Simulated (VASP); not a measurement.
# GaN (zincblende type) (F-43m) in VASP: further runs, part 2 of 2

VASP 6.6.1.

## 5. Relaxation of cell and atoms, LDA

This run uses another cell than the first one, of 10.18 Å³/atom.

Contents of INCAR:

```
SYSTEM = GaN
PREC = Accurate
ENCUT = 600
EDIFF = 1E-6
ISMEAR = -1
SIGMA = 0.02
LREAL = .FALSE.
LASPH = .TRUE.
NELM = 60
ALGO = Normal
ISIF = 3
LWAVE = .FALSE.
LCHARG = .FALSE.
IBRION = 2
NSW = 60
EDIFFG = -0.005
```

Contents of KPOINTS:

```
regular mesh
0
G
  13 13 13
  0 0 0
```

Contents of POSCAR:

```
GaN
1.0
    0.0000000000      2.1670925389      2.1670925389
    2.1670925389      0.0000000000      2.1670925389
    2.1670925389      2.1670925389      0.0000000000
Ga N
1 1
Direct
    0.0000000000      0.0000000000      0.0000000000
    0.2500000000      0.2500000000      0.2500000000
```

Potentials or basis: VASP PAW LDA potentials, release 64 (Ga_d, N).

Command:

```sh
$ cat potpaw_LDA.64/Ga_d/POTCAR potpaw_LDA.64/N/POTCAR > POTCAR
$ mpirun -np 1 vasp_std > vasp.out
```

OUTCAR:

```text
SYSTEM = GaN
   PREC = Accurate
   ENCUT = 600
   EDIFF = 1E-6
   ISMEAR = -1
   LREAL = .FALSE.
   LASPH = .TRUE.
   NELM = 60
   ISIF = 3
   IBRION = 2
   NSW = 60
   EDIFFG = -0.005

 ion  position               nearest neighbor table
   1  0.000  0.000  0.000-   2 1.88   2 1.88   2 1.88   2 1.88
   2  0.250  0.250  0.250-   1 1.88   1 1.88   1 1.88   1 1.88

  LATTYP: Found a face centered cubic cell.
 ALAT       =     4.3341850778

  Lattice vectors:

 A1 = (   0.0000000000,   2.1670925389,   2.1670925389)
 A2 = (   2.1670925389,   0.0000000000,   2.1670925389)
 A3 = (   2.1670925389,   2.1670925389,   0.0000000000)

Analysis of symmetry for initial positions (statically):
=====================================================================
 Subroutine PRICEL returns:
 Original cell was already a primitive cell.

 Routine SETGRP: Setting up the symmetry group for a
 face centered cubic supercell.

 Subroutine GETGRP returns: Found 24 space group operations
 (whereof 24 operations were pure point group operations)
 out of a pool of 48 trial point group operations.

The static configuration has the point symmetry T_d .

Analysis of symmetry for dynamics (positions and initial velocities):
=====================================================================
 Subroutine PRICEL returns:
[... 302 lines left out ...]

 Free energy of the ion-electron system (eV)
  ---------------------------------------------------
  ext. energy  EPLUGINS =         0.00000000
  ---------------------------------------------------
  free energy    TOTEN  =       -13.94282776 eV

  energy without entropy =      -13.94282776  energy(sigma->0) =      -13.94282776

 E-fermi :   5.7619     XC(G=0): -12.2759

 val. band max:        5.3601297972   @ k =   0.0000   0.0000   0.0000
 cond. band min:       7.2988277864   @ k =   0.0000   0.0000   0.0000
 fundamental gap:      1.9386979892
 Fermi energy:         5.7619475445

 k-point     1 :       0.0000    0.0000    0.0000
  band No.  band energies     occupation
      1     -10.7014      2.00000
      2      -8.2241      2.00000
      3      -8.2241      2.00000
      4      -8.2241      2.00000
      5      -7.8754      2.00000
      6      -7.8754      2.00000
      7       5.3601      2.00000
      8       5.3601      2.00000
      9       5.3601      2.00000
     10       7.2988      0.00000
     11      15.6538      0.00000
     12      15.6538      0.00000
     13      15.6538      0.00000
[... 354 lines left out ...]
  band No.  band energies     occupation
      1      -9.7131      2.00000
      2      -8.1217      2.00000
      3      -8.0767      2.00000
      4      -7.9065      2.00000
      5      -7.8193      2.00000
      6      -6.6434      2.00000
      7      -1.0593      2.00000
      8       3.3019      2.00000
      9       3.8602      2.00000
     10      11.0003      0.00000
     11      13.1098      0.00000
     12      15.5591      0.00000
     13      16.6365      0.00000

 [... further k-points ...]

------------------------ aborting loop because EDIFF is reached ----------------------------------------

  FORCE on cell =-STRESS in cart. coord.  units (eV):
  Direction    XX          YY          ZZ          XY          YZ          ZX
  --------------------------------------------------------------------------------------
  -------------------------------------------------------------------------------------
  Total        0.0063674      0.0063674      0.0063674     -0.0000000      0.0000000      0.0000000
  in kB        0.4590230      0.4590230      0.4590230     -0.0000000      0.0000000      0.0000000
  external PRESSURE =       0.4590230 kB  Pullay stress =       0.0000000 kB
[... 17 lines left out ...]
  FREE ENERGIE OF THE ION-ELECTRON SYSTEM (eV)
  ---------------------------------------------------
  free  energy   TOTEN  =       -13.9428277637 eV

  energy  without entropy=      -13.9428277637  energy(sigma->0) =      -13.94282776

 reached required accuracy - stopping structural energy minimisation
```

OSZICAR:

```text
N       E                     dE             d eps       ncg     rms          rms(c)
DAV:   1     0.900787688458E+02    0.90079E+02   -0.10689E+04  2383   0.277E+03
DAV:   2    -0.891748862370E+01   -0.98996E+02   -0.93055E+02  2422   0.380E+02
DAV:   3    -0.159909062241E+02   -0.70734E+01   -0.70331E+01  2519   0.899E+01
[... 36 lines left out ...]
DAV:   4    -0.139428277688E+02    0.12001E-04   -0.14088E-05  2867   0.560E-02    0.100E-03
DAV:   5    -0.139428277606E+02    0.82232E-08   -0.37885E-07  1137   0.688E-03
   4 F= -.13942828E+02 E0= -.13942828E+02  d E =-.115859E+00
       N       E                     dE             d eps       ncg     rms          rms(c)
DAV:   1    -0.139428277669E+02    0.18731E-08   -0.56562E-08  1117   0.534E-03    0.619E-04
DAV:   2    -0.139428277637E+02    0.32460E-08   -0.17881E-08  1102   0.363E-03
   5 F= -.13942828E+02 E0= -.13942828E+02  d E =-.310411E-08
```

CONTCAR:

```text
GaN
   1.00000000000000
    -0.0000000000000000    2.2315287294957957    2.2315287294957957
     2.2315287294957957   -0.0000000000000000    2.2315287294957957
     2.2315287294957957    2.2315287294957957   -0.0000000000000000
  Ga              N
     1     1
Direct
     1.0000000000000000    1.0000000000000000    1.0000000000000000
     0.2500000000000000    0.2500000000000000    0.2500000000000000

  0.00000000E+00  0.00000000E+00  0.00000000E+00
  0.00000000E+00  0.00000000E+00  0.00000000E+00
```

Wall time 84 s (1 thread of Intel Xeon 8259CL, shared host); peak memory 0.16 GiB.

Results:

| Quantity | Value |
| --- | --- |
| Free energy | -13.9428 eV |
| Relaxed volume | 11.11 Å³/atom |
| Relaxed cell | a = 3.156 Å, b = 3.156 Å, c = 3.156 Å, α = 60.00°, β = 60.00°, γ = 60.00° |
| Space group after relaxing (to 0.1 Å) | F-43m (No. 216) |
| Energy gained by relaxing | 57.9 meV/atom |
| Ionic steps | 5 |
| Pressure after relaxing | 0.0 GPa |
| Band gap on the k mesh | 1.94 eV |

The path:
| step | energy change (eV) | largest force (eV/Å) | pressure (GPa) | volume (Å³) |
| --- | --- | --- | --- | --- |
| 1 | 0.0000 | 0.0000 | 21.30 | 20.35 |
| 2 | 0.0168 | 0.0000 | -16.19 | 24.61 |
| 3 | -0.1158 | 0.0000 | -0.32 | 22.26 |
| 4 | -0.1159 | 0.0000 | 0.09 | 22.22 |
| 5 | -0.1159 | 0.0000 | 0.05 | 22.22 |

Final structure:
```
Ga N
1.0
     0.00000    2.23153    2.23153
     2.23153    0.00000    2.23153
     2.23153    2.23153    0.00000
Ga N
1 1
Direct
  0.00000 0.00000 0.00000
  0.25000 0.25000 0.25000
```

Levels at points of the mesh, in eV from the valence-band top:
```
           k point  band 5  band 6  band 7  band 8  band 9  band 10  band 11  band 12  band 13
(0.00, 0.00, 0.00)  -13.24  -13.24    0.00    0.00    0.00     1.94    10.29    10.29    10.29
```

## 6. Summary

```csv
task,cell,k mesh,cutoff (eV),gap on the mesh (eV),pressure (GPa)
single point,"a = 3.150 Å, angles 60.0°, 2 atoms, atomic positions A",13 × 13 × 13,520,1.97,1.2
single point,"a = 3.150, b = 4.455 Å, 4 atoms, atomic positions B",8 × 6 × 8,520,1.97,1.2
relaxation of cell and atoms,"relaxed from a = 3.065 Å, angles 60.0°, 2 atoms, atomic positions A",13 × 13 × 13,600,1.94,0.0
```

Alike in all rows: level LDA; potentials or basis VASP PAW LDA potentials, release 64 (Ga_d, N); no spin polarisation; smearing fermi-dirac 0.02 eV.

Total energies depend on the potentials used, so only differences within one code and one set of settings carry meaning.
